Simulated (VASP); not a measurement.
# NaB (Fm-3m) in VASP: a series of runs

Aim: see how the results for NaB move with the level of theory and the settings. Levels: LDA, PBEsol, PBE, r2SCAN. Tasks: single point.

Program: VASP 6.6.1. These are calculated values, not measurements. Logs are shortened: lines on timing, memory, paths and dates and some standing lists are left out, and cuts for length are marked.

## 1. The cell of the first run

Symmetry: Fm-3m, No. 225, cubic system. The conventional cell has a = 5.368 Å, b = 5.368 Å, c = 5.368 Å, α = 90.00°, β = 90.00°, γ = 90.00°. Within 3.5 Å of Na (site symmetry m-3m) lie 6 B at 2.68 Å. Within 3.5 Å of B (site symmetry m-3m) lie 6 Na at 2.68 Å.

## 2. Single point, LDA

INCAR

```
SYSTEM = NaB
  PREC = Accurate
  ENCUT = 520
  EDIFF = 1E-6
  ISMEAR = 0
  SIGMA = 0.05
  LREAL = .FALSE.
  LASPH = .TRUE.
  NELM = 60
  ALGO = Normal
  ISIF = 2
  LWAVE = .FALSE.
  LCHARG = .TRUE.
  GGA = CA
  LELF = .TRUE.
  LVHAR = .TRUE.
  NBANDS = 12
```

KPOINTS

```
regular mesh
0
G
  11 11 11
  0 0 0
```

POSCAR

```
NaB
1.0
    3.7955640000      0.0000000000      0.0000000000
    1.8977820000      3.2870548457      0.0000000000
    1.8977820000      1.0956849486      3.0990650287
Na B
1 1
Direct
    0.0000000000      0.0000000000      0.0000000000
    0.5000000000      0.5000000000      0.5000000000
```

Potentials or basis: VASP PAW LDA potentials, release 64 (Na_pv, B).

Command:

```
$ cat potpaw_LDA.64/Na_pv/POTCAR potpaw_LDA.64/B/POTCAR > POTCAR
$ mpirun -np 1 vasp_std > vasp.out
```

OUTCAR:

```text
SYSTEM = NaB
   PREC = Accurate
   ENCUT = 520
   EDIFF = 1E-6
   ISMEAR = 0
   LREAL = .FALSE.
   LASPH = .TRUE.
   NELM = 60
   ISIF = 2
   GGA = CA

 ion  position               nearest neighbor table
   1  0.000  0.000  0.000-
   2  0.500  0.500  0.500-

  LATTYP: Found a face centered cubic cell.
 ALAT       =     5.3677380857

  Lattice vectors:

 A1 = (   3.7955640000,   0.0000000000,   0.0000000000)
 A2 = (   1.8977820000,   3.2870548457,   0.0000000000)
 A3 = (   1.8977820000,   1.0956849486,   3.0990650287)

Analysis of symmetry for initial positions (statically):
=====================================================================
 Subroutine PRICEL returns:
 Original cell was already a primitive cell.

 Routine SETGRP: Setting up the symmetry group for a
 face centered cubic supercell.

 Subroutine GETGRP returns: Found 48 space group operations
[... 9 lines left out ...]

 Routine SETGRP: Setting up the symmetry group for a
 face centered cubic supercell.

 Subroutine GETGRP returns: Found 48 space group operations
[... 11 lines left out ...]
                                     Primitive cell

  volume of cell :      38.6646

  direct lattice vectors                    reciprocal lattice vectors
     3.795564000  0.000000000  0.000000000     0.263465456 -0.152111852 -0.107559322
     1.897782000  3.287054846  0.000000000     0.000000000  0.304223704 -0.107559322
     1.897782000  1.095684949  3.099065029     0.000000000  0.000000000  0.322677966

  length of vectors
     3.795564000  3.795564000  3.795564000     0.322677966  0.322677966  0.322677966

  position of ions in fractional coordinates (direct lattice)
     0.000000000  0.000000000  0.000000000
     0.500000000  0.500000000  0.500000000

  ion indices of the primitive-cell ions
   primitive index   ion index
                 1           1
                 2           2

----------------------------------------------------------------------------------------

 KPOINTS: regular mesh

Automatic generation of k-mesh.
 Grid dimensions read from file:
 generate k-points for:   11   11   11

 Generating k-lattice:

  Cartesian coordinates                     Fractional coordinates (reciprocal lattice)
     0.023951405 -0.013828350 -0.009778120     0.090909091  0.000000000  0.000000000
     0.000000000  0.027656700 -0.009778120     0.000000000  0.090909091 -0.000000000
     0.000000000  0.000000000  0.029334361     0.000000000  0.000000000  0.090909091

  Length of vectors
     0.029334361  0.029334361  0.029334361

  Shift w.r.t. Gamma in fractional coordinates (k-lattice)
     0.000000000  0.000000000  0.000000000

 Subroutine IBZKPT returns following result:
 ===========================================

 Found     56 irreducible k-points:

 Following reciprocal coordinates:
            Coordinates               Weight
  0.000000  0.000000  0.000000      1.000000
  0.090909 -0.000000 -0.000000      8.000000
  0.181818  0.000000  0.000000      8.000000
  0.272727 -0.000000  0.000000      8.000000
  0.363636 -0.000000 -0.000000      8.000000
  0.454545 -0.000000  0.000000      8.000000
[... 16 lines left out ...]
 -0.272727  0.181818 -0.000000     24.000000
 -0.181818  0.181818 -0.000000     12.000000
 [... further k-points ...]
   k-points           NKPTS =     56   k-points in BZ     NKDIM =     56   number of bands    NBANDS=     12
   number of dos      NEDOS =    301   number of ions     NIONS =      2
   total plane-waves  NPLWV =  21952
   dimension x,y,z NGX =    28 NGY =   28 NGZ =   28
   dimension x,y,z NGXF=    56 NGYF=   56 NGZF=   56
   ions per type =               1   1
   NGX,Y,Z   is equivalent  to a cutoff of  12.26, 12.26, 12.26 a.u.
   NGXF,Y,Z  is equivalent  to a cutoff of  24.53, 24.53, 24.53 a.u.
 SYSTEM =  NaB
   PREC   = accura    normal or accurate (medium, high low for compatibility)
   ISTART =      0    job   : 0-new  1-cont  2-samecut
   ICHARG =      2    charge: 1-file 2-atom 10-const
   ISPIN  =      1    spin polarized calculation?
   LNONCOLLINEAR =      F non collinear calculations
   LSORBIT =      F    spin-orbit coupling
   LASPH  =      T    aspherical Exc in radial PAW
   ENCUT  =  520.0 eV  38.22 Ry    6.18 a.u.   7.06  7.06  7.06*2*pi/ulx,y,z
   NELM   =     60;   NELMIN=  2; NELMDL= -5     # of ELM steps
   EDIFF  = 0.1E-05   stopping-criterion for ELM
   LREAL  =      F    real-space projection
   EDIFFG = 0.1E-04   stopping-criterion for IOM
   NSW    =      0    number of steps for IOM
   IBRION =     -1    ionic relax: 0-MD 1-quasi-New 2-CG
   NFREE  =      0    steps in history (QN), initial steepest desc. (CG)
   ISIF   =      2    stress and relaxation
   ISYM   =      2    0-nonsym 1-usesym 2-fastsym
   POTIM  = 0.5000    time-step for ionic-motion
   TEBEG  =    0.0;   TEEND  =   0.0 temperature during run
   PSTRESS=    0.0 pullay stress
   NELECT =      10.0000    total number of electrons
   NUPDOWN=      -1.0000    fix difference up-down
   EMIN   =  10.00;   EMAX   =-10.00  energy-range for DOS
   EFERMI =   0.00;   METHOD = LEGACY
   ISMEAR =     0;   SIGMA  =   0.05  broadening in eV -4-tet -1-fermi 0-gaus
   EFERMI_NEDOS =   21; number of points for ismear=-14 and -15
   IALGO  =     38    algorithm
   IMIX   =      4    mixing-type and parameters
     AMIX     =   0.40;   BMIX     =  1.00
     AMIX_MAG =   1.60;   BMIX_MAG =  1.00
  volume/ion in A,a.u.               =      19.33       130.46
  Fermi-wavevector in a.u.,A,eV,Ry     =   1.043046  1.971071 14.802393  1.087945
  Thomas-Fermi vector in A             =   2.177738
   LORBIT       =      0    0 simple, 1 ext, 2 COOP (PROOUT), +10 PAW based schemes
   GGA     = CA    functional components
   LHFCALC =     F    Hartree Fock is set to
   AEXX    =    0.0000 exact exchange contribution
   IVDW    =     0    specifies the selected vdW correction
   LEPSILON=     F    determine dielectric tensor
   LRPA    =     F    only Hartree local field effects (RPA)
 non-spin polarized calculation
 Gauss-broadening in eV      SIGMA  =   0.05
  energy-cutoff  :      520.00
  volume of cell :       38.66
 maximum number of plane-waves:      1049
   NGX = 15   NGY = 15   NGZ = 15

 number of electron      10.0000000 magnetization

 number of electron       9.9999993 magnetization

 Free energy of the ion-electron system (eV)
  ---------------------------------------------------
  ext. energy  EPLUGINS =         0.00000000
  ---------------------------------------------------
  free energy    TOTEN  =        -4.98298260 eV

  energy without entropy =       -4.98108790  energy(sigma->0) =       -4.98203525

 E-fermi :   0.6106     XC(G=0):  -8.6226

 val. band max:        0.5970987342   @ k =  -0.3636   0.4545   0.1818
 cond. band min:       0.6177444676   @ k =   0.3636   0.2727   0.0909
 fundamental gap:      0.0206457334
 Fermi energy:         0.6105774963

 k-point     1 :       0.0000    0.0000    0.0000
  band No.  band energies     occupation
      1     -22.4375      2.00000
      2     -22.4375      2.00000
      3     -22.4375      2.00000
      4      -6.4688      2.00000
      5       2.9779      0.00000
      6       2.9779      0.00000
      7       2.9779      0.00000
      8       8.0362      0.00000
      9      10.7604      0.00000
     10      10.7604      0.00000
     11      10.7604      0.00000
     12      13.1070      0.00000

 k-point     2 :       0.0909   -0.0000   -0.0000
  band No.  band energies     occupation
      1     -22.4409      2.00000
      2     -22.4378      2.00000
      3     -22.4378      2.00000
      4      -6.3675      2.00000
      5       2.6020      0.00000
      6       2.9215      0.00000
      7       2.9215      0.00000
      8       8.2504      0.00000
      9      10.2066      0.00000
     10      10.9168      0.00000
     11      10.9168      0.00000
     12      13.8857      0.00000

 k-point     3 :       0.1818    0.0000    0.0000
  band No.  band energies     occupation
      1     -22.4500      2.00000
      2     -22.4387      2.00000
      3     -22.4387      2.00000
      4      -6.0714      2.00000
      5       1.6839      0.00000
      6       2.7780      0.00000
      7       2.7780      0.00000
      8       8.4396      0.00000
      9       9.8638      0.00000
     10      11.2214      0.00000
     11      11.2214      0.00000
     12      13.4409      0.00000

 k-point     4 :       0.2727   -0.0000    0.0000
  band No.  band energies     occupation
      1     -22.4619      2.00000
      2     -22.4400      2.00000
      3     -22.4400      2.00000
      4      -5.6083      2.00000
      5       0.5596      1.85064
      6       2.6049      0.00000
      7       2.6049      0.00000
      8       8.1259      0.00000
      9      10.4131      0.00000
     10      11.2341      0.00000
     11      11.2341      0.00000
     12      13.8047      0.00000

 k-point     5 :       0.3636   -0.0000   -0.0000
  band No.  band energies     occupation
      1     -22.4728      2.00000
      2     -22.4411      2.00000
      3     -22.4411      2.00000
      4      -5.0492      2.00000
      5      -0.5131      2.00000
      6       2.4581      0.00000
      7       2.4581      0.00000
      8       7.8129      0.00000
      9      11.0026      0.00000
     10      11.0026      0.00000
     11      11.1400      0.00000
     12      14.0380      0.00000

 k-point     6 :       0.4545   -0.0000    0.0000
  band No.  band energies     occupation
      1     -22.4792      2.00000
      2     -22.4418      2.00000
      3     -22.4418      2.00000
      4      -4.5865      2.00000
      5      -1.2506      2.00000
      6       2.3756      0.00000
      7       2.3756      0.00000
      8       7.6548      0.00000
      9      10.8367      0.00000
     10      10.8367      0.00000
     11      11.6180      0.00000
     12      13.7644      0.00000

 k-point     7 :       0.0909    0.0909   -0.0000
  band No.  band energies     occupation
      1     -22.4406      2.00000
      2     -22.4386      2.00000
      3     -22.4386      2.00000
      4      -6.3341      2.00000
      5       2.6297      0.00000
      6       2.8300      0.00000
      7       2.8300      0.00000
      8       8.3399      0.00000
      9       9.8739      0.00000
     10      11.0771      0.00000
     11      11.0771      0.00000
     12      13.1469      0.00000

 k-point     8 :       0.1818    0.0909    0.0000
  band No.  band energies     occupation
      1     -22.4474      2.00000
      2     -22.4400      2.00000
      3     -22.4392      2.00000
      4      -6.1039      2.00000
      5       1.9553      0.00000
      6       2.6634      0.00000
      7       2.7196      0.00000
      8       8.6441      0.00000
      9       9.3650      0.00000
     10      11.3307      0.00000
     11      11.4301      0.00000
     12      12.5053      0.00000
[... 166 lines left out ...]
 k-point    20 :       0.4545    0.1818    0.0000
  band No.  band energies     occupation
      1     -22.4726      2.00000
      2     -22.4477      2.00000
      3     -22.4452      2.00000
      4      -4.6260      2.00000
      5      -0.5637      2.00000
      6       1.6052      0.00000
      7       2.0941      0.00000
      8       8.1615      0.00000
      9       9.8083      0.00000
     10      10.5361      0.00000
     11      11.8928      0.00000
     12      14.2642      0.00000

 k-point    21 :      -0.4545    0.1818   -0.0000
  band No.  band energies     occupation
      1     -22.4754      2.00000
      2     -22.4500      2.00000
      3     -22.4444      2.00000
      4      -4.3215      2.00000
      5      -0.9968      2.00000
      6       1.3715      0.00000
      7       2.1358      0.00000
      8       8.2998      0.00000
      9       9.6775      0.00000
     10      11.0362      0.00000
     11      11.6631      0.00000
     12      14.8502      0.00000

 k-point    22 :      -0.3636    0.1818    0.0000
  band No.  band energies     occupation
      1     -22.4734      2.00000
      2     -22.4511      2.00000
      3     -22.4428      2.00000
      4      -4.4865      2.00000
      5      -0.7467      2.00000
      6       1.2768      0.00000
      7       2.2644      0.00000
      8       8.5553      0.00000
      9       9.7056      0.00000
     10      10.9540      0.00000
     11      11.5922      0.00000
     12      14.6718      0.00000

 k-point    23 :      -0.2727    0.1818   -0.0000
  band No.  band energies     occupation
      1     -22.4676      2.00000
      2     -22.4501      2.00000
      3     -22.4410      2.00000
      4      -4.9618      2.00000
      5      -0.0105      2.00000
      6       1.3684      0.00000
      7       2.4504      0.00000
      8       8.8704      0.00000
      9       9.7821      0.00000
     10      10.5378      0.00000
     11      11.7218      0.00000
     12      13.2247      0.00000

 k-point    24 :      -0.1818    0.1818   -0.0000
  band No.  band energies     occupation
      1     -22.4606      2.00000
      2     -22.4467      2.00000
      3     -22.4393      2.00000
      4      -5.4618      2.00000
      5       0.7600      0.00002
      6       1.7453      0.00000
      7       2.6414      0.00000
      8       9.2091      0.00000
      9       9.2486      0.00000
     10      10.8247      0.00000
     11      12.0617      0.00000
     12      12.1282      0.00000

 [... further k-points ...]
[... 5 lines left out ...]
  --------------------------------------------------------------------------------------
  -------------------------------------------------------------------------------------
  Total       -0.5886279     -0.5886279     -0.5886279     -0.0000000     -0.0000000      0.0000000
  in kB      -24.3914428    -24.3914428    -24.3914428     -0.0000000     -0.0000000      0.0000000
  external PRESSURE =     -24.3914428 kB  Pullay stress =       0.0000000 kB

 VOLUME and BASIS-vectors are now :
 -----------------------------------------------------------------------------
  energy-cutoff  :      520.00
  volume of cell :       38.66
      direct lattice vectors                 reciprocal lattice vectors
     3.795564000  0.000000000  0.000000000     0.263465456 -0.152111852 -0.107559322
     1.897782000  3.287054846  0.000000000     0.000000000  0.304223704 -0.107559322
     1.897782000  1.095684949  3.099065029     0.000000000  0.000000000  0.322677966

 POSITION                                       TOTAL-FORCE (eV/Angst)
 -----------------------------------------------------------------------------------
      0.00000      0.00000      0.00000        -0.000000     -0.000000      0.000000
      3.79556      2.19137      1.54953         0.000000      0.000000      0.000000
 -----------------------------------------------------------------------------------
    total drift:                                0.000000     -0.000000     -0.000000

  FREE ENERGIE OF THE ION-ELECTRON SYSTEM (eV)
  ---------------------------------------------------
  free  energy   TOTEN  =        -4.9829826050 eV

  energy  without entropy=       -4.9810879044  energy(sigma->0) =       -4.98203525
```

It took 14 s on 1 thread of AMD EPYC 7R43 (Zen 3), shared host; peak memory 0.11 GiB.

What came out:

```
Free energy            : -4.9830 eV
Pressure               : -2.4 GPa
Band gap on the k mesh : zero (band 5 reaches 2.98 eV, above the bottom of band 6 at 0.09 eV)
```

[end of part 1 of 2]
